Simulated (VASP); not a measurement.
Sb: single point with PBE

Sb:

```
Sb
1.0
     0.00000    3.27107    3.27107
     3.27107    0.00000    3.27107
     3.27107    3.27107    0.00000
Sb
2
Direct
  0.74000 0.92000 0.92000
  0.26000 0.08000 0.08000
```

This cell differs from its parent crystal: shortest bond scaled by 0.64.

```
Program                : VASP 6.6.1
Task                   : single point
Functional             : PBE
Potentials or basis    : VASP PAW PBE potentials, release 64 (Sb)
Cutoff                 : 520 eV
k mesh                 : 8 × 8 × 8
Occupations            : fermi-dirac, width 0.05 eV
Spin                   : no spin polarisation
Dipole correction      : no
Further INCAR settings : ALGO = Normal; EDIFF = 1e-06; NBANDS = 12
```

```
Pressure               : 65.0 GPa
Largest force          : 44.404 eV/Å
Band gap on the k mesh : zero (band 5 reaches 6.48 eV, above the bottom of band 6 at 5.61 eV)
```

Forces on the atoms (eV/Å):
```
Sb  -25.637  25.637  25.637
Sb   25.637 -25.637 -25.637
```

Stress tensor (GPa, compression positive):
```
 64.97 -63.08 -63.08
-63.08  64.97  63.08
-63.08  63.08  64.97
```

Levels at points of the mesh, in eV from the Fermi level:
| k point | band 3 | band 4 | band 5 | band 6 | band 7 | band 8 |
| --- | --- | --- | --- | --- | --- | --- |
| (0.00, 0.00, 0.00) | -3.95 | -2.71 | -2.71 | 0.54 | 0.54 | 3.62 |
| (0.50, 0.00, 0.00) | -3.89 | -3.89 | 0.16 | 2.64 | 2.64 | 3.82 |
| (0.00, 0.50, 0.00) | -3.80 | -3.45 | -2.68 | -0.43 | 3.78 | 4.46 |
| (0.50, 0.50, 0.00) | -4.59 | -3.57 | -3.07 | 0.63 | 4.59 | 4.66 |

Wall time 46 s on 1 thread of Intel Xeon 6975P-C, on a shared host, peak memory 0.22 GiB.

Caveat: the cell differs from its parent crystal (shortest bond scaled by 0.64); spin-orbit coupling is left out, which moves the levels of the heavy elements; forces of over 1 eV/Å act on the atoms, so gaps and moduli don't describe the material at rest.
